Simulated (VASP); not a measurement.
# C (I4_1/amd) in VASP: a series of runs

Runs on C. Level: r2SCAN. Tasks: single point.

Program: VASP 6.6.1. These are calculated values, not measurements. Logs are shortened: lines on timing, memory, paths and dates and some standing lists are left out, and cuts for length are marked.

## (1) The cell of the first run

Symmetry: I4_1/amd, No. 141, tetragonal system. The conventional cell has a = 2.530 Å, b = 2.530 Å, c = 3.550 Å, α = 90.00°, β = 90.00°, γ = 90.00°. Within 2.1 Å of C (site symmetry -4m2) lie 4 C at 1.55 Å.

## (2) Single point, r2SCAN (in-plane strain +0.005)

The input, POSCAR:

```
C
1.0
    1.7890415006      1.7890415006      0.0000000000
   -1.7890415006      1.7890415006      0.0000000000
    0.0000000000      1.7890415006      1.7748003742
C
2
Direct
    0.5000000000      0.5000000000      0.0000000000
    0.7500000000      0.2500000000      0.5000000000
```

The input, INCAR.step1:

```
ALGO = Normal
EDIFF = 1E-4
ENCUT = 520
GGA = PE
ISMEAR = 0
LASPH = T
LCHARG = F
LREAL = F
LWAVE = T
NBANDS = 11
NELM = 80
PREC = Accurate
SIGMA = 0.01
```

The input, INCAR.step2:

```
ALGO = Normal
EDIFF = 1E-7
ENCUT = 520
ISIF = 2
ISMEAR = 0
ISTART = 1
LASPH = T
LCHARG = F
LMIXTAU = T
LREAL = F
LWAVE = F
METAGGA = R2SCAN
NBANDS = 11
NELM = 80
PREC = Accurate
SIGMA = 0.01
```

The input, KPOINTS:

```
k-points
0
Gamma
  12 12 12
```

Potentials or basis: VASP PAW PBE potentials, release 64 (C).

Command:

```sh
cat potpaw_PBE.64/C/POTCAR > POTCAR
cp INCAR.step1 INCAR
mpirun -np 1 vasp_std > vasp.out
cp INCAR.step2 INCAR
mpirun -np 1 vasp_std > vasp.out
```

OUTCAR:

```text
EDIFF = 1E-7
   ENCUT = 520
   ISIF = 2
   ISMEAR = 0
   ISTART = 1
   LASPH = T
   LREAL = F
   METAGGA = R2SCAN
   NELM = 80
   PREC = Accurate

 ion  position               nearest neighbor table
   1  0.500  0.500  0.000-   2 1.55   2 1.55   2 1.55   2 1.55
   2  0.750  0.250  0.500-   1 1.55   1 1.55   1 1.55   1 1.55

  LATTYP: Found a body centered tetragonal cell.
 ALAT       =     2.5300867538
 C/A-ratio  =     1.4029561410

  Lattice vectors:

 A1 = (   1.7890415006,   0.0000000000,  -1.7748003742)
 A2 = (  -1.7890415006,   0.0000000000,  -1.7748003742)
 A3 = (   0.0000000000,   1.7890415006,   1.7748003742)

Analysis of symmetry for initial positions (statically):
=====================================================================
 Subroutine PRICEL returns:
 Original cell was already a primitive cell.

 Routine SETGRP: Setting up the symmetry group for a
 body centered tetragonal supercell.

 Subroutine GETGRP returns: Found 16 space group operations
 (whereof  8 operations were pure point group operations)
 out of a pool of 16 trial point group operations.

The static configuration has the point symmetry D_2d.
 The point group associated with its full space group is D_4h.

Analysis of symmetry for dynamics (positions and initial velocities):
=====================================================================
 Subroutine PRICEL returns:
 Original cell was already a primitive cell.

 Routine SETGRP: Setting up the symmetry group for a
 body centered tetragonal supercell.

 Subroutine GETGRP returns: Found 16 space group operations
 (whereof  8 operations were pure point group operations)
 out of a pool of 16 trial point group operations.

The dynamic configuration has the point symmetry D_2d.
 The point group associated with its full space group is D_4h.

 Subroutine INISYM returns: Found 16 space group operations
 (whereof  8 operations are pure point group operations),
 and found     1 'primitive' translations

----------------------------------------------------------------------------------------

                                     Primitive cell

  volume of cell :      11.3611

  direct lattice vectors                    reciprocal lattice vectors
     1.789041501  1.789041501  0.000000000     0.279479263  0.279479263 -0.281721825
    -1.789041501  1.789041501  0.000000000    -0.279479263  0.279479263 -0.281721825
     0.000000000  1.789041501  1.774800374     0.000000000  0.000000000  0.563443650

  length of vectors
     2.530086754  2.530086754  2.520036877     0.485370481  0.485370481  0.563443650
[... 90 lines left out ...]
   TEBEG  =    0.0;   TEEND  =   0.0 temperature during run
   PSTRESS=    0.0 pullay stress
   NELECT =       8.0000    total number of electrons
   NUPDOWN=      -1.0000    fix difference up-down
   EMIN   =  10.00;   EMAX   =-10.00  energy-range for DOS
   EFERMI =   0.00;   METHOD = LEGACY
   ISMEAR =     0;   SIGMA  =   0.01  broadening in eV -4-tet -1-fermi 0-gaus
   EFERMI_NEDOS =   21; number of points for ismear=-14 and -15
   IALGO  =     38    algorithm
   IMIX   =      4    mixing-type and parameters
     AMIX     =   0.40;   BMIX     =  1.00
     AMIX_MAG =   1.60;   BMIX_MAG =  1.00
  volume/ion in A,a.u.               =       5.68        38.33
  Fermi-wavevector in a.u.,A,eV,Ry     =   1.456458  2.752307 28.861640  2.121271
  Thomas-Fermi vector in A             =   2.573374
   LORBIT       =      0    0 simple, 1 ext, 2 COOP (PROOUT), +10 PAW based schemes
   METAGGA = R2SCAN    functional components
   LHFCALC =     F    Hartree Fock is set to
   AEXX    =    0.0000 exact exchange contribution
   IVDW    =     0    specifies the selected vdW correction
   LEPSILON=     F    determine dielectric tensor
   LRPA    =     F    only Hartree local field effects (RPA)
 non-spin polarized calculation
 Gauss-broadening in eV      SIGMA  =   0.01
  energy-cutoff  :      520.00
  volume of cell :       11.36
 maximum number of plane-waves:       323
   NGX =  9   NGY =  9   NGZ =  9

 number of electron       7.9999999 magnetization

 Free energy of the ion-electron system (eV)
  ---------------------------------------------------
  ext. energy  EPLUGINS =         0.00000000
  ---------------------------------------------------
  free energy    TOTEN  =       -19.65566879 eV

  energy without entropy =      -19.65566879  energy(sigma->0) =      -19.65566879

 E-fermi :   9.8515     XC(G=0): -14.2496

 val. band max:        9.7740266799   @ k =   0.0000   0.0000   0.0000
 cond. band min:      13.9000052589   @ k =   0.0000   0.0000   0.3333
 fundamental gap:      4.1259785790
 Fermi energy:         9.8515181152

 k-point     1 :       0.0000    0.0000    0.0000
  band No.  band energies     occupation
      1     -12.9835      2.00000
      2       9.6490      2.00000
      3       9.6490      2.00000
      4       9.7740      2.00000
      5      15.4513      0.00000
      6      15.5583      0.00000
      7      15.5583      0.00000
      8      23.4707      0.00000
      9      30.0638      0.00000
     10      36.8475      0.00000
     11      37.2662      0.00000
[... 309 lines left out ...]
 k-point    24 :      -0.4167    0.1667    0.0000
  band No.  band energies     occupation
      1      -8.6515      2.00000
      2      -0.6454      2.00000
      3       5.0940      2.00000
      4       5.4409      2.00000
      5      16.7331      0.00000
      6      21.1467      0.00000
      7      21.4042      0.00000
      8      23.1130      0.00000
      9      31.9564      0.00000
     10      33.2915      0.00000
     11      38.3101      0.00000

 [... further k-points ...]

------------------------ aborting loop because EDIFF is reached ----------------------------------------

  FORCE on cell =-STRESS in cart. coord.  units (eV):
  Direction    XX          YY          ZZ          XY          YZ          ZX
  --------------------------------------------------------------------------------------
  -------------------------------------------------------------------------------------
  Total       -0.3265782     -0.3265782      0.2255124      0.0000000      0.0000000      0.0000000
  in kB      -46.0550753    -46.0550753     31.8024600      0.0000000      0.0000000      0.0000000
  external PRESSURE =     -20.1025635 kB  Pullay stress =       0.0000000 kB

 VOLUME and BASIS-vectors are now :
 -----------------------------------------------------------------------------
  energy-cutoff  :      520.00
  volume of cell :       11.36
      direct lattice vectors                 reciprocal lattice vectors
     1.789041501  1.789041501  0.000000000     0.279479263  0.279479263 -0.281721825
    -1.789041501  1.789041501  0.000000000    -0.279479263  0.279479263 -0.281721825
     0.000000000  1.789041501  1.774800374     0.000000000  0.000000000  0.563443650

 POSITION                                       TOTAL-FORCE (eV/Angst)
 -----------------------------------------------------------------------------------
      0.00000      1.78904      0.00000         0.000000      0.000000      0.000000
      0.89452      2.68356      0.88740         0.000000     -0.000000      0.000000
 -----------------------------------------------------------------------------------
    total drift:                                0.000000     -0.000000      0.000000

  FREE ENERGIE OF THE ION-ELECTRON SYSTEM (eV)
  ---------------------------------------------------
  free  energy   TOTEN  =       -19.6556687867 eV

  energy  without entropy=      -19.6556687867  energy(sigma->0) =      -19.65566879
```

OUTCAR.step1:

```text
EDIFF = 1E-4
   ENCUT = 520
   GGA = PE
   ISMEAR = 0
   LASPH = T
[... 559 lines left out ...]
 -----------------------------------------------------------------------------------
      0.00000      1.78904      0.00000        -0.000000      0.000000      0.000000
      0.89452      2.68356      0.88740         0.000000     -0.000000      0.000000
 -----------------------------------------------------------------------------------
    total drift:                                0.000000     -0.000000      0.000000

  FREE ENERGIE OF THE ION-ELECTRON SYSTEM (eV)
  ---------------------------------------------------
  free  energy   TOTEN  =       -18.1840927502 eV

  energy  without entropy=      -18.1840927502  energy(sigma->0) =      -18.18409275
```

OSZICAR.step1:

```text
N       E                     dE             d eps       ncg     rms          rms(c)
DAV:   1     0.121281039760E+01    0.12128E+01   -0.47795E+03  3778   0.697E+02
DAV:   2    -0.184452303923E+02   -0.19658E+02   -0.19024E+02  4710   0.129E+02
DAV:   3    -0.188193165336E+02   -0.37409E+00   -0.37321E+00  4147   0.134E+01
DAV:   4    -0.188198971818E+02   -0.58065E-03   -0.58064E-03  3869   0.679E-01
DAV:   5    -0.188198978570E+02   -0.67522E-06   -0.67521E-06  4064   0.214E-02    0.555E+00
DAV:   6    -0.183428096288E+02    0.47709E+00   -0.24894E-01  3661   0.351E+00    0.331E+00
DAV:   7    -0.181822314291E+02    0.16058E+00   -0.30520E-01  3835   0.394E+00    0.755E-01
DAV:   8    -0.181840518540E+02   -0.18204E-02   -0.86493E-03  3754   0.693E-01    0.437E-02
DAV:   9    -0.181840927502E+02   -0.40896E-04   -0.62091E-05  3981   0.637E-02
   1 F= -.18184093E+02 E0= -.18184093E+02  d E =0.000000E+00
```

Wall time 75 s (1 thread of Intel Xeon 8259CL, shared host); peak memory 0.13 GiB.

Results:

```
Free energy            : -19.6557 eV
Pressure               : -2.0 GPa
Band gap on the k mesh : 4.13 eV (least direct gap 5.68 eV)
```

Levels at points of the mesh, in eV from the valence-band top:
```
           k point  band 1  band 2  band 3  band 4  band 5  band 6  band 7  band 8
(0.00, 0.00, 0.00)  -22.76   -0.12   -0.12    0.00    5.68    5.78    5.78   13.70
(0.50, 0.00, 0.00)  -16.82  -14.11   -3.13   -2.98    8.74    8.75    9.11   16.60
(0.50, 0.50, 0.00)  -13.70  -13.70   -6.69   -6.69    4.98    4.98   17.75   17.75
(0.00, 0.00, 0.50)  -13.57  -13.57   -6.81   -6.81    4.78    4.78   17.80   17.80
```

Caveat: the cell differs from its parent crystal (in-plane strain +0.005); the PAW data sets were made with another functional, which shifts forces and pressure a little.

## (3) Single point, r2SCAN (in-plane strain +0.01, then relaxed in part)

The input, POSCAR:

```
C
1.0
    1.7979422045      1.7979422045      0.0000000000
   -1.7979422045      1.7979422045      0.0000000000
    0.0000000000      1.7979422045      1.7763284352
C
2
Direct
    0.5000000000      0.5000000000      0.0000000000
    0.7500000000      0.2500000000      0.5000000000
```

The input, INCAR.step1:

```
SYSTEM = C
ALGO = Normal
EDIFF = 1E-4
ENCUT = 520
GGA = PE
ISMEAR = 0
LASPH = .True.
LCHARG = .False.
LREAL = .False.
LWAVE = .True.
NBANDS = 11
NELM = 80
PREC = Accurate
SIGMA = 0.01
```

The input, INCAR.step2:

```
SYSTEM = C
ALGO = Normal
EDIFF = 1E-6
ENCUT = 520
ISIF = 2
ISMEAR = 0
ISTART = 1
LASPH = .True.
LCHARG = .False.
LMIXTAU = .True.
LREAL = .False.
LWAVE = .False.
METAGGA = R2SCAN
NBANDS = 11
NELM = 80
PREC = Accurate
SIGMA = 0.01
```

The input, KPOINTS:

```
k-points
0
Gamma
  12 12 12
  0 0 0
```

Potentials or basis: VASP PAW PBE potentials, release 64 (C).

Command:

```sh
cat potpaw_PBE.64/C/POTCAR > POTCAR
cp INCAR.step1 INCAR
mpirun -np 1 vasp_std > vasp.out
cp INCAR.step2 INCAR
mpirun -np 1 vasp_std > vasp.out
```

Run time: 67 s. Hardware: 1 thread of Intel Xeon 8259CL, shared host; peak memory 0.13 GiB.

The run converged. Its results:

* Free energy: -19.6507 eV
* Pressure: -6.7 GPa
* Band gap on the k mesh: 3.99 eV (least direct gap 5.57 eV)

Stress tensor (GPa, compression positive):
```
-10.55   0.00   0.00
  0.00 -10.55   0.00
  0.00   0.00   1.04
```

Levels at points of the mesh, in eV from the valence-band top:
| k point | band 1 | band 2 | band 3 | band 4 | band 5 | band 6 | band 7 | band 8 |
| --- | --- | --- | --- | --- | --- | --- | --- | --- |
| (0.00, 0.00, 0.00) | -22.65 | -0.19 | -0.19 | 0.00 | 5.57 | 5.73 | 5.73 | 13.40 |
| (0.50, 0.00, 0.00) | -16.77 | -14.03 | -3.18 | -2.96 | 8.56 | 8.65 | 9.02 | 16.45 |
| (0.50, 0.50, 0.00) | -13.68 | -13.68 | -6.64 | -6.64 | 4.95 | 4.95 | 17.53 | 17.53 |
| (0.00, 0.00, 0.50) | -13.49 | -13.49 | -6.83 | -6.83 | 4.65 | 4.65 | 17.60 | 17.60 |

Caveat: the cell differs from its parent crystal (in-plane strain +0.01, then relaxed in part); the cell stands under tension; the PAW data sets were made with another functional, which shifts forces and pressure a little.

(Part 1 of 2 ends here.)
